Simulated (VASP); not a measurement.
# SnSe2 (P-3m1) in VASP: single point with PBEsol

Aim: the single point of SnSe2 with PBEsol.

All numbers are computed with VASP 6.6.1; they aren't measurements. Logs are shortened: lines on timing, memory, paths and dates and some standing lists are left out, and cuts for length are marked.

**1. The cell of the first run**

It takes space group P-3m1 (No. 164, trigonal). Conventional cell: a = 3.811 Å, b = 3.811 Å, c = 6.136 Å, α = 90.00°, β = 90.00°, γ = 120.00°. Sn (site symmetry -3m) has 6 Se at 2.68 Å within 3.5 Å. Within 3.5 Å of Se (site symmetry 3m) lie 3 Sn at 2.68 Å.

**2. Single point, PBEsol**

Input file INCAR:

```
ALGO     = Normal         # electronic algorithm
EDIFF    = 1E-6           # SCF threshold, eV
ENCUT    = 500            # plane-wave cutoff, eV
GGA      = PS             # functional
GGA_COMPAT= False        
ISIF     = 2              # what is computed and relaxed
ISMEAR   = 0              # smearing method
LASPH    = True           # aspherical terms in the spheres
LCHARG   = False          # write CHGCAR
LREAL    = False          # projectors in reciprocal space
LWAVE    = False          # write WAVECAR
NBANDS   = 20             # bands
NELM     = 120            # most SCF steps
PREC     = Accurate       # precision mode
SIGMA    = 0.01           # smearing width, eV
```

Input file KPOINTS:

```
k-points
0
Gamma
  3 3 2
```

Input file POSCAR:

```
SnSe2
1.0
    3.8110000000      0.0000000000      0.0000000000
   -1.9055000000      3.3004228100      0.0000000000
    0.0000000000      0.0000000000      6.1360000000
Sn Se
1 2
Direct
    0.0000000000      0.0000000000      0.0000000000
    0.3333333333      0.6666666667      0.2490000000
    0.6666666667      0.3333333333      0.7510000000
```

Potentials or basis: VASP PAW PBE potentials, release 64 (Sn_d, Se).

On the command line:

```bash
> cat potpaw_PBE.64/Sn_d/POTCAR potpaw_PBE.64/Se/POTCAR > POTCAR
> mpirun -np 1 vasp_std > vasp.out
```

OUTCAR:

```text
EDIFF = 1E-6
   ENCUT = 500
   GGA = PS
   ISIF = 2
   ISMEAR = 0
   LASPH = True
   LREAL = False
   NELM = 120
   PREC = Accurate

 ion  position               nearest neighbor table
   1  0.000  0.000  0.000-   2 2.68   3 2.68   3 2.68   2 2.68   3 2.68   2 2.68
   2  0.333  0.667  0.249-   1 2.68   1 2.68   1 2.68
   3  0.667  0.333  0.751-   1 2.68   1 2.68   1 2.68

  LATTYP: Found a hexagonal cell.
 ALAT       =     3.8110000000
 C/A-ratio  =     1.6100760955

  Lattice vectors:

 A1 = (   3.8110000000,   0.0000000000,   0.0000000000)
 A2 = (  -1.9055000000,   3.3004228100,   0.0000000000)
 A3 = (   0.0000000000,   0.0000000000,   6.1360000000)

Analysis of symmetry for initial positions (statically):
=====================================================================
 Subroutine PRICEL returns:
 Original cell was already a primitive cell.

 Routine SETGRP: Setting up the symmetry group for a
 hexagonal supercell.

 Subroutine GETGRP returns: Found 12 space group operations
 (whereof 12 operations were pure point group operations)
 out of a pool of 24 trial point group operations.

The static configuration has the point symmetry D_3d.

Analysis of symmetry for dynamics (positions and initial velocities):
=====================================================================
 Subroutine PRICEL returns:
 Original cell was already a primitive cell.

 Routine SETGRP: Setting up the symmetry group for a
 hexagonal supercell.

 Subroutine GETGRP returns: Found 12 space group operations
 (whereof 12 operations were pure point group operations)
 out of a pool of 24 trial point group operations.

The dynamic configuration has the point symmetry D_3d.

 Subroutine INISYM returns: Found 12 space group operations
 (whereof 12 operations are pure point group operations),
 and found     1 'primitive' translations

----------------------------------------------------------------------------------------

                                     Primitive cell

  volume of cell :      77.1781

  direct lattice vectors                    reciprocal lattice vectors
[... 62 lines left out ...]
   ISTART =      0    job   : 0-new  1-cont  2-samecut
   ICHARG =      2    charge: 1-file 2-atom 10-const
   ISPIN  =      1    spin polarized calculation?
   LNONCOLLINEAR =      F non collinear calculations
   LSORBIT =      F    spin-orbit coupling
   LASPH  =      T    aspherical Exc in radial PAW
   ENCUT  =  500.0 eV  36.75 Ry    6.06 a.u.   6.95  6.95 11.19*2*pi/ulx,y,z
   NELM   =    120;   NELMIN=  2; NELMDL= -5     # of ELM steps
   EDIFF  = 0.1E-05   stopping-criterion for ELM
   LREAL  =      F    real-space projection
   EDIFFG = 0.1E-04   stopping-criterion for IOM
   NSW    =      0    number of steps for IOM
   IBRION =     -1    ionic relax: 0-MD 1-quasi-New 2-CG
   NFREE  =      0    steps in history (QN), initial steepest desc. (CG)
   ISIF   =      2    stress and relaxation
   ISYM   =      2    0-nonsym 1-usesym 2-fastsym
   POTIM  = 0.5000    time-step for ionic-motion
   TEBEG  =    0.0;   TEEND  =   0.0 temperature during run
   PSTRESS=    0.0 pullay stress
   NELECT =      26.0000    total number of electrons
   NUPDOWN=      -1.0000    fix difference up-down
   EMIN   =  10.00;   EMAX   =-10.00  energy-range for DOS
   EFERMI =   0.00;   METHOD = LEGACY
   ISMEAR =     0;   SIGMA  =   0.01  broadening in eV -4-tet -1-fermi 0-gaus
   EFERMI_NEDOS =   21; number of points for ismear=-14 and -15
   IALGO  =     38    algorithm
   IMIX   =      4    mixing-type and parameters
     AMIX     =   0.40;   BMIX     =  1.00
     AMIX_MAG =   1.60;   BMIX_MAG =  1.00
  volume/ion in A,a.u.               =      25.73       173.61
  Fermi-wavevector in a.u.,A,eV,Ry     =   1.139116  2.152617 17.654722  1.297585
  Thomas-Fermi vector in A             =   2.275820
   LORBIT       =      0    0 simple, 1 ext, 2 COOP (PROOUT), +10 PAW based schemes
   GGA     = PS    functional components
   LHFCALC =     F    Hartree Fock is set to
   AEXX    =    0.0000 exact exchange contribution
   IVDW    =     0    specifies the selected vdW correction
   LEPSILON=     F    determine dielectric tensor
   LRPA    =     F    only Hartree local field effects (RPA)
 non-spin polarized calculation
 Gauss-broadening in eV      SIGMA  =   0.01
  energy-cutoff  :      500.00
  volume of cell :       77.18
 maximum number of plane-waves:      1968
 NGX is ok and might be reduce to    28
   NGX = 13   NGY = 13   NGZ = 23

 number of electron      26.0000006 magnetization

 Free energy of the ion-electron system (eV)
  ---------------------------------------------------
  ext. energy  EPLUGINS =         0.00000000
  ---------------------------------------------------
  free energy    TOTEN  =       -12.53198851 eV

  energy without entropy =      -12.53198851  energy(sigma->0) =      -12.53198851

 E-fermi :   4.1636     XC(G=0):  -9.6104

 val. band max:        4.1114586815   @ k =   0.0000   0.0000   0.0000
 cond. band min:       5.0860926865   @ k =   0.0000   0.0000   0.0000
 fundamental gap:      0.9746340050
 Fermi energy:         4.1635659261

 k-point     1 :       0.0000    0.0000    0.0000
  band No.  band energies     occupation
      1     -17.1217      2.00000
      2     -17.1217      2.00000
      3     -17.1033      2.00000
      4     -17.0757      2.00000
      5     -17.0757      2.00000
      6      -9.9210      2.00000
[... 127 lines left out ...]
     19      13.0062      0.00000
     20      13.0676      0.00000

------------------------ aborting loop because EDIFF is reached ----------------------------------------

  FORCE on cell =-STRESS in cart. coord.  units (eV):
  Direction    XX          YY          ZZ          XY          YZ          ZX
  --------------------------------------------------------------------------------------
  -------------------------------------------------------------------------------------
  Total        2.2964459      2.2964459      1.0923579      0.0000000     -0.0000000      0.0000000
  in kB       47.6730480     47.6730479     22.6767951      0.0000000     -0.0000000      0.0000000
  external PRESSURE =      39.3409637 kB  Pullay stress =       0.0000000 kB

 VOLUME and BASIS-vectors are now :
 -----------------------------------------------------------------------------
  energy-cutoff  :      500.00
  volume of cell :       77.18
      direct lattice vectors                 reciprocal lattice vectors
     3.811000000  0.000000000  0.000000000     0.262398321  0.151495741  0.000000000
    -1.905500000  3.300422810  0.000000000     0.000000000  0.302991482  0.000000000
     0.000000000  0.000000000  6.136000000     0.000000000  0.000000000  0.162972621

 POSITION                                       TOTAL-FORCE (eV/Angst)
 -----------------------------------------------------------------------------------
      0.00000      0.00000      0.00000         0.000000      0.000000      0.000000
     -0.00000      2.20028      1.52786        -0.000000      0.000000      0.510707
      1.90550      1.10014      4.60814         0.000000     -0.000000     -0.510707
 -----------------------------------------------------------------------------------
    total drift:                                0.000000      0.000000      0.000000

  FREE ENERGIE OF THE ION-ELECTRON SYSTEM (eV)
  ---------------------------------------------------
  free  energy   TOTEN  =       -12.5319885078 eV

  energy  without entropy=      -12.5319885078  energy(sigma->0) =      -12.53198851
```

OSZICAR:

```text
N       E                     dE             d eps       ncg     rms          rms(c)
DAV:   1     0.201004002166E+03    0.20100E+03   -0.11780E+04   248   0.147E+03
DAV:   2     0.998630875117E+01   -0.19102E+03   -0.18412E+03   256   0.386E+02
DAV:   3    -0.121667041107E+02   -0.22153E+02   -0.21590E+02   312   0.112E+02
DAV:   4    -0.128486185271E+02   -0.68191E+00   -0.68126E+00   288   0.211E+01
DAV:   5    -0.128645179697E+02   -0.15899E-01   -0.15898E-01   324   0.337E+00    0.520E+00
DAV:   6    -0.125668529321E+02    0.29767E+00   -0.52842E-01   356   0.813E+00    0.331E+00
DAV:   7    -0.125334942227E+02    0.33359E-01   -0.17764E-01   300   0.283E+00    0.991E-01
DAV:   8    -0.125316925564E+02    0.18017E-02   -0.14137E-02   308   0.116E+00    0.292E-01
DAV:   9    -0.125319545588E+02   -0.26200E-03   -0.13909E-03   264   0.286E-01    0.841E-02
DAV:  10    -0.125319615943E+02   -0.70355E-05   -0.11509E-04   316   0.694E-02    0.322E-02
DAV:  11    -0.125319875217E+02   -0.25927E-04   -0.27791E-05   256   0.303E-02    0.574E-03
DAV:  12    -0.125319885078E+02   -0.98618E-06   -0.19024E-06   240   0.966E-03
   1 F= -.12531989E+02 E0= -.12531989E+02  d E =-.506222E-15
```

stdout:

```text
POSCAR found type information on POSCAR SnSe
 POSCAR found :  2 types and       3 ions
 scaLAPACK will be used
 -----------------------------------------------------------------------------
|                                                                             |
|                                                                             |
|     You enforced a specific xc type in the INCAR file but a different       |
|     I HOPE YOU KNOW WHAT YOU ARE DOING!                                     |
|                                                                             |
 -----------------------------------------------------------------------------

 LDA part: xc-table for (Slater+PW92), standard interpolation
 POSCAR, INCAR and KPOINTS ok, starting setup
 FFT: planning ... GRIDC
 FFT: planning ... GRID_SOFT
 FFT: planning ... GRID
 WAVECAR not read
 entering main loop
```

Wall time 21 s (1 thread of Intel Xeon 8259CL, shared host); peak memory 0.18 GiB.

Results:

```
Free energy            : -12.5320 eV
Pressure               : 3.9 GPa
Largest force          : 0.511 eV/Å
Band gap on the k mesh : 0.97 eV, direct
```

Forces on the atoms (eV/Å):
```
Sn   0.000  0.000  0.000
Se   0.000  0.000  0.511
Se   0.000  0.000 -0.511
```

Stress tensor (GPa, compression positive):
```
4.77 0.00 0.00
0.00 4.77 0.00
0.00 0.00 2.27
```

Levels at points of the mesh, in eV from the valence-band top:
| k point | band 9 | band 10 | band 11 | band 12 | band 13 | band 14 | band 15 | band 16 | band 17 | band 18 |
| --- | --- | --- | --- | --- | --- | --- | --- | --- | --- | --- |
| (0.00, 0.00, 0.00) | -0.70 | -0.70 | -0.38 | -0.38 | 0.00 | 0.97 | 2.80 | 4.55 | 4.55 | 7.99 |
| (0.00, 0.00, 0.50) | -2.09 | -0.79 | -0.79 | -0.23 | -0.23 | 2.37 | 2.77 | 4.27 | 4.27 | 8.04 |

Caveat: the k points lie up to 0.63 Å⁻¹ apart; the PAW data sets were made with another functional, which shifts forces and pressure a little; spin-orbit coupling is left out, which moves the levels of the heavy elements; this functional lacks dispersion, which binds the layers, so the pressure and a relaxed spacing across them are unreliable. A k mesh can miss the band edges.
